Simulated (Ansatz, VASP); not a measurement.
# Zn in VASP and in Ansatz

The input POSCAR:

```
Zn
1.0
   -1.9288052462      1.5887727104      1.5887727104
    1.5887727104     -1.9288052462      1.5887727104
    1.5887727104      1.5887727104     -1.9288052462
Zn
1
Direct
    0.0000000000      0.0000000000      0.0000000000
```

INCAR.step1

```
  PREC = Accurate
  ENCUT = 520
  ISMEAR = 0
  SIGMA = 0.15
  LREAL = False
  LASPH = True
  NELM = 80
  NBANDS = 12
  GGA = PE
  ALGO = Normal
  EDIFF = 1E-4
  LWAVE = True
  LCHARG = False
```

The input INCAR.step2:

```
  PREC = Accurate
  ENCUT = 520
  EDIFF = 1E-6
  ISMEAR = 0
  SIGMA = 0.15
  LREAL = False
  LASPH = True
  NELM = 80
  ALGO = Normal
  ISIF = 2
  LWAVE = False
  LCHARG = False
  METAGGA = R2SCAN
  LMIXTAU = True
  NBANDS = 12
  ISTART = 1
```

File KPOINTS:

```
Automatic mesh
0
Gamma
  24 24 24
```

Input for Ansatz:

```yaml
crystal:
  lattice:
    - [-1.9288052462, 1.5887727104, 1.5887727104]
    - [1.5887727104, -1.9288052462, 1.5887727104]
    - [1.5887727104, 1.5887727104, -1.9288052462]
  atoms:
    - { symbol: Zn, position: [0.0, 0.0, 0.0] }
basis:
  ecutwfc: 500
kpoints:
  mp_grid: { grid: [24, 24, 24] }
hamiltonian:
  xc: r2scan
scf:
  occupations: { method: gaussian, width: 0.15 }
output:
  forces: true
  stress: true
  eigenvalues: true
```

Alike in both runs: task single point; functional r2SCAN; k mesh 24 × 24 × 24; occupations gaussian, width 0.15 eV; no spin polarisation.

|  | VASP | Ansatz |
| --- | --- | --- |
| version | VASP 6.6.1 | Ansatz 0.2.0 |
| potentials or method | VASP PAW PBE potentials, release 64 (Zn), cutoff 520 eV | scalar-relativistic, plane waves, PAW |
| valence electrons in the cell | 12 | 12 |

Ansatz gave:

* gap on the k mesh at the Fermi level (eV): none
* pressure (GPa): 14.8
* traceless stress, the component that is largest in VASP (GPa): 20.45

Q: Estimate VASP's values.

A: gap on the k mesh at the Fermi level (eV): none; pressure (GPa): 15.6; traceless stress, the component that is largest in VASP (GPa): 20.90.

VASP's potentials were made for PBE, not for r2SCAN. A gap of «none» marks a metal or a gap that the smearing closes.
